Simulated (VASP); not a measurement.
Wanted: the native input for a VASP 6.6.1 run.

```
Task                   : single point
Functional             : PBE
Potentials or basis    : VASP PAW PBE potentials, release 64 (In_d, O)
Cutoff                 : 520 eV
k mesh                 : 6 × 6 × 4
Occupations            : gaussian, width 0.1 eV
Spin                   : no spin polarisation
Dipole correction      : no
Further INCAR settings : ALGO = Normal; EDIFF = 1e-07; NBANDS = 30
```

The structure of In3O lies in POSCAR:

```
In3O
1.0
    4.0835605800      0.0000000000      0.0000000000
   -2.0417802900      3.5364672000      0.0000000000
    0.0000000000      0.0000000000      6.5906339200
In O
3 1
Direct
    0.3333333300      0.6666666700      0.0000000000
    0.6666666700      0.3333333300      0.0000000000
    0.0000000000      0.0000000000      0.5000000000
    0.0000000000      0.0000000000      0.0000000000
```

One way to write it, as run:

INCAR

```
SYSTEM = In3O
PREC = Accurate ; ENCUT = 520
EDIFF = 1E-7 ; ISMEAR = 0
SIGMA = 0.1 ; LREAL = .False.
LASPH = .True. ; NELM = 80
ALGO = Normal ; ISIF = 2
LWAVE = .False. ; LCHARG = .True.
GGA = PE ; LELF = .True.
LVHAR = .True. ; NBANDS = 30
```

KPOINTS

```
regular mesh
0
Gamma
  6 6 4
  0 0 0
```

Potentials or basis: VASP PAW PBE potentials, release 64 (In_d, O).

Command:

```console
$ cat potpaw_PBE.64/In_d/POTCAR potpaw_PBE.64/O/POTCAR > POTCAR
$ mpirun -np 1 vasp_std > vasp.out
```

Results of the run:

```json
{
 "Pressure": "25.1 GPa"
}
```

Caveat: an odd number of electrons without spin polarisation forces a metal; a magnetic or distorted state may lie lower.

It took 91 s on 1 thread of Intel(R) Xeon(R) Platinum 8259CL CPU @ 2.50GHz (Skylake/Cascade Lake), on a shared host, peak memory 0.22 GiB.
